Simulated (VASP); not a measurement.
A run of VASP 6.6.1 is set up as follows.

INCAR

```
SYSTEM = GaAs
ALGO = Normal
EDIFF = 1E-6
EDIFFG = -0.03
ENCUT = 600
GGA = CA
IBRION = 2
ISIF = 3
ISMEAR = 0
LASPH = .True.
LCHARG = .False.
LREAL = .False.
LWAVE = .False.
NELM = 80
NSW = 60
PREC = Accurate
SIGMA = 0.02
```

Contents of KPOINTS:

```
k-points
0
Gamma
  7 7 7
  0 0 0
```

Contents of POSCAR:

```
GaAs
1.0
    3.2662262751      0.0000000000      0.0000000000
    0.0000000000      3.2662262751      0.0000000000
    0.0000000000      0.0000000000      3.2662262751
Ga As
1 1
Direct
    0.0000000000      0.0000000000      0.0000000000
    0.5000000000      0.5000000000      0.5000000000
```

Potentials or basis: VASP PAW LDA potentials, release 64 (Ga_d, As).

The run is started by

```console
$ cat potpaw_LDA.64/Ga_d/POTCAR potpaw_LDA.64/As/POTCAR > POTCAR
$ mpirun -np 1 vasp_std > vasp.out
```

(1) Estimate the band gap on the k mesh.

Results:

(1) zero (band 9 reaches 8.09 eV, above the bottom of band 10 at 4.59 eV).

Caveat: the relaxation stopped at its first step, so nothing moved.
